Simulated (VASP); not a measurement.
Sb, 8 atoms in the cell. The structure is cubic, space group Pm-3m (No. 221). The conventional cell has a = 3.112 Å, b = 3.112 Å, c = 3.112 Å, α = 90.00°, β = 90.00°, γ = 90.00°. Sb (site symmetry m-3m) has 6 Sb at 3.11 Å within 4.1 Å. 

```yaml
Program: VASP 6.6.1
Task: single point
Functional: PBE
Potentials_or_basis: VASP PAW PBE potentials, release 64 (Sb)
Cutoff: 500 eV
k_mesh: 6 × 6 × 6
Occupations: gaussian, width 0.1 eV
Spin: no spin polarisation
Dipole_correction: no
Further_INCAR_settings: ALGO = Normal; EDIFF = 1e-06; NBANDS = 30
```

Potentials or basis: VASP PAW PBE potentials, release 64 (Sb).

Launch:

```console
$ cat potpaw_PBE.64/Sb/POTCAR > POTCAR
$ mpirun -np 1 vasp_std > vasp.out
```

Hardware: 1 thread of Intel(R) Xeon(R) 6975P-C (Granite Rapids) (shared host).

Task: Estimate the wall time of this run.

Result: It took 51 s on 1 thread of Intel(R) Xeon(R) 6975P-C (Granite Rapids), with other jobs on the host, peak memory 0.36 GiB. Counts: scf iterations 11, k points 20.
